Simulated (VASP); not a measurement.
## HgTe: relaxation of cell and atoms with PBE

HgTe:

```
Hg Te
1.0
     0.00000    3.22350    3.22350
     3.22350    0.00000    3.22350
     3.22350    3.22350    0.00000
Hg Te
1 1
Direct
  0.00000 0.00000 0.00000
  0.75000 0.75000 0.75000
```

| Item | Value |
| --- | --- |
| Program | VASP 6.6.1 |
| Task | relaxation of cell and atoms |
| Functional | PBE |
| Potentials or basis | VASP PAW PBE potentials, release 64 (Hg, Te) |
| Cutoff | 600 eV |
| k mesh | 12 × 12 × 12 |
| Occupations | gaussian, width 0.1 eV |
| Spin | no spin polarisation |
| Dipole correction | no |
| Further INCAR settings | ALGO = Normal; EDIFF = 1e-06; IBRION = 2; EDIFFG = -0.005; NSW = 100; ISIF = 3 |

```
Relaxed volume                         : 36.81 Å³/atom
Relaxed cell                           : a = 4.704 Å, b = 4.704 Å, c = 4.704 Å, α = 60.00°, β = 60.00°, γ = 60.00°
Space group after relaxing (to 0.05 Å) : F-43m (No. 216)
Energy gained by relaxing              : 39.3 meV/atom
Ionic steps                            : 3
Pressure after relaxing                : 0.0 GPa
Band gap on the k mesh                 : zero (filled and empty bands touch)
```

The path:
| step | energy change (eV) | largest force (eV/Å) | pressure (GPa) | volume (Å³) |
| --- | --- | --- | --- | --- |
| 1 | 0.0000 | 0.0000 | 4.16 | 66.99 |
| 2 | -0.0723 | 0.0000 | -0.91 | 75.78 |
| 3 | -0.0785 | 0.0000 | 0.02 | 73.62 |

Final structure:
```
Hg Te
1.0
     0.00000    3.32649    3.32649
     3.32649    0.00000    3.32649
     3.32649    3.32649    0.00000
Hg Te
1 1
Direct
  0.00000 0.00000 0.00000
  0.75000 0.75000 0.75000
```

Levels at points of the mesh, in eV from the Fermi level:
```
           k point  band 7  band 8  band 9  band 10  band 11  band 12
(0.00, 0.00, 0.00)   -1.00   -0.07   -0.07    -0.07     4.30     4.30
(0.50, 0.00, 0.00)   -5.02   -0.90   -0.90     0.63     5.04     5.04
(0.50, 0.50, 0.00)   -5.05   -2.00   -2.00     1.84     2.64     7.85
```

It took 2.1 min on 1 thread of Intel(R) Xeon(R) Platinum 8175M CPU @ 2.50GHz (Skylake/Cascade Lake), with other jobs on the host, peak memory 0.28 GiB.

Caveat: spin-orbit coupling is left out, which moves the levels of the heavy elements. PBE usually gives volumes a little too large and moduli too small.
